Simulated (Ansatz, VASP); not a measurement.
## One calculation of KW3, two programs

```xyz
8
Lattice="8.1428 0.0000 0.0000 -4.0714 7.0519 0.0000 0.0000 0.0000 4.3422" Properties=species:S:1:pos:R:3 pbc="T T T"
K     0.0000    4.7013    1.0856
K     4.0714    2.3506    3.2567
W     4.0714    5.5504    1.0856
W    -2.7711    6.3011    3.2567
W     1.3004    0.7508    1.0856
W     0.0000    1.5015    3.2567
W     6.8425    0.7508    1.0856
W     2.7711    6.3011    3.2567
```

Alike in both runs: functional PBE; k mesh 3 × 3 × 4; occupations gaussian, width 0.1 eV; no spin polarisation.

Ansatz relaxed the structure, and its values are those at the end. VASP's run is a single point on that final structure, the one shown.

|  | VASP | Ansatz |
| --- | --- | --- |
| version | VASP 6.6.1 | Ansatz 0.2.0 |
| potentials or method | VASP PAW PBE potentials, release 64 (K_sv, W_sv), cutoff 520 eV | scalar-relativistic, plane waves, PAW |
| valence electrons in the cell | 102 | 102 |

```csv
,VASP,Ansatz,Ansatz less VASP
gap on the k mesh at the Fermi level (eV),none,none,-
pressure (GPa),0.3,0.0,-0.25
rms of the force components (eV/Å),0.039,0.000,-0.0389
```

A gap of «none» marks a metal or a gap that the smearing closes.

The k mesh is coarse, so the values compare programs but aren't converged. Spin-orbit coupling is off throughout.
